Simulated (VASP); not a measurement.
Input of a VASP 6.6.1 run:

INCAR

```
SYSTEM = LiF
PREC = Accurate
ENCUT = 520
EDIFF = 1E-6
ISMEAR = 0
SIGMA = 0.02
LREAL = .False.
LASPH = .True.
NELM = 60
ALGO = Normal
ISIF = 2
LWAVE = .False.
LCHARG = .False.
GGA = PE
NBANDS = 12
```

Contents of KPOINTS:

```
Automatic mesh
0
Gamma
  10 10 10
  0 0 0
```

POSCAR

```
LiF
1.0
    0.0000000000      2.0539793642      2.0539793642
    2.0539793642      0.0000000000      2.0539793642
    2.0539793642      2.0539793642      0.0000000000
Li F
1 1
Direct
    0.5000000000      0.5000000000      0.5000000000
    0.0000000000      0.0000000000      0.0000000000
```

Potentials or basis: VASP PAW PBE potentials, release 64 (Li_sv, F).

Run with:

```console
$ cat potpaw_PBE.64/Li_sv/POTCAR potpaw_PBE.64/F/POTCAR > POTCAR
$ mpirun -np 1 vasp_std > vasp.out
```

(1) Predict the band gap on the k mesh.

Answers

(1) 8.58 eV, direct.
